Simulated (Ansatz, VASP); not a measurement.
# Two plane-wave programs on AlN

```xyz
2
Lattice="0.0000 2.1887 2.1887 2.1887 0.0000 2.1887 2.1887 2.1887 0.0000" Properties=species:S:1:pos:R:3 pbc="T T T"
Al    0.0395    0.0000    0.0296
N     3.2070    3.2830    3.2260
```

Change from the starting cell: mode 4 frozen in at -0.076 Å and mode 5 at -0.057 Å (largest displacements).

Alike in both runs: task single point; functional PBEsol; k mesh 10 × 10 × 10; occupations gaussian, width 0.05 eV; no spin polarisation.

```csv
,VASP,Ansatz
version,VASP 6.6.1,Ansatz 0.2.0
potentials or method,"VASP PAW PBE potentials, release 64 (Al, N), cutoff 520 eV","scalar-relativistic, plane waves, PAW"
valence electrons in the cell,8,8
```

|  | VASP | Ansatz | Ansatz less VASP |
| --- | --- | --- | --- |
| gap on the k mesh at the Fermi level (eV) | 2.81 | 2.82 | +0.008 |
| least direct gap on the mesh (eV) | 3.67 | 3.66 | -0.016 |
| pressure (GPa) | 2.6 | 2.6 | -0.06 |
| traceless stress, the component that is largest in VASP (GPa) | -8.42 | -8.28 | +0.133 |
| rms of the force components (eV/Å) | 1.289 | 1.279 | -0.0105 |

VASP's potentials were made for PBE, not for PBEsol, and Ansatz warns of the same on its side. Atom by atom the forces differ by 0.010 eV/Å (rms over components). The functional is the same, so the differences come from potentials, cutoffs and numerics.
